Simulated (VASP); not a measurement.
Write the native input for VASP 6.6.1 that does the following.

```yaml
Task: single point
Functional: LDA
Potentials_or_basis: VASP PAW LDA potentials, release 64 (Mg_sv, B)
Cutoff: 750 eV
k_mesh: 10 × 10 × 8
Occupations: fermi-dirac, width 0.05 eV
Spin: no spin polarisation
Dipole_correction: no
k_mesh_for_the_DOS: 15 × 15 × 12
Mended: yes
Occupations_for_the_DOS: tetrahedron
Further_INCAR_settings: ALGO = Normal; EDIFF = 1e-06; NBANDS = 15
```

MgB2:

```
Mg B
1.0
     3.08500    0.00000    0.00000
    -1.54250    2.67169    0.00000
     0.00000    0.00000    3.52300
Mg B
1 2
Direct
  0.00000 0.00000 0.00000
  0.66667 0.33333 0.50000
  0.33333 0.66667 0.50000
```

One way to write it, as run:

POSCAR

```
MgB2
1.0
    3.0850000000      0.0000000000      0.0000000000
   -1.5425000000      2.6716883707      0.0000000000
    0.0000000000      0.0000000000      3.5230000000
Mg B
1 2
Direct
    0.0000000000      0.0000000000      0.0000000000
    0.6666666667      0.3333333333      0.5000000000
    0.3333333333      0.6666666667      0.5000000000
```

INCAR.step1

```
SYSTEM = MgB2
  PREC = Accurate
  ENCUT = 750
  EDIFF = 1E-6
  ISMEAR = -1
  SIGMA = 0.05
  LREAL = .False.
  LASPH = .True.
  NELM = 120
  ALGO = Normal
  ISIF = 2
  LWAVE = .False.
  LCHARG = .True.
  NBANDS = 15
  GGA_COMPAT = .False.
  NEDOS = 2001
  LORBIT = 11
```

KPOINTS.step1

```
regular mesh
0
Gamma
  10 10 8
  0 0 0
```

INCAR.step2

```
SYSTEM = MgB2
  PREC = Accurate
  ENCUT = 750
  EDIFF = 1E-6
  ISMEAR = -5
  SIGMA = 0.05
  LREAL = .False.
  LASPH = .True.
  NELM = 120
  ALGO = Normal
  ISIF = 2
  LWAVE = .False.
  LCHARG = .False.
  LORBIT = 11
  NBANDS = 15
  NEDOS = 2001
  ICHARG = 11
  GGA_COMPAT = .False.
```

KPOINTS.step2

```
regular mesh
0
Gamma
  15 15 12
  0 0 0
```

Potentials or basis: VASP PAW LDA potentials, release 64 (Mg_sv, B).

The run is started by

```bash
$ cat potpaw_LDA.64/Mg_sv/POTCAR potpaw_LDA.64/B/POTCAR > POTCAR
$ cp INCAR.step1 INCAR
$ cp KPOINTS.step1 KPOINTS
$ mpirun -np 1 vasp_std > vasp.out
$ cp INCAR.step2 INCAR
$ cp KPOINTS.step2 KPOINTS
$ mpirun -np 1 vasp_std > vasp.out
```

It gave:

```
Valence electrons inside the program's atomic spheres : Mg 8.12; B 1.92
```

Wall time 100 s on 1 thread of AMD EPYC 7R43 64-Core Processor (Zen 3), on a shared host, peak memory 0.21 GiB.
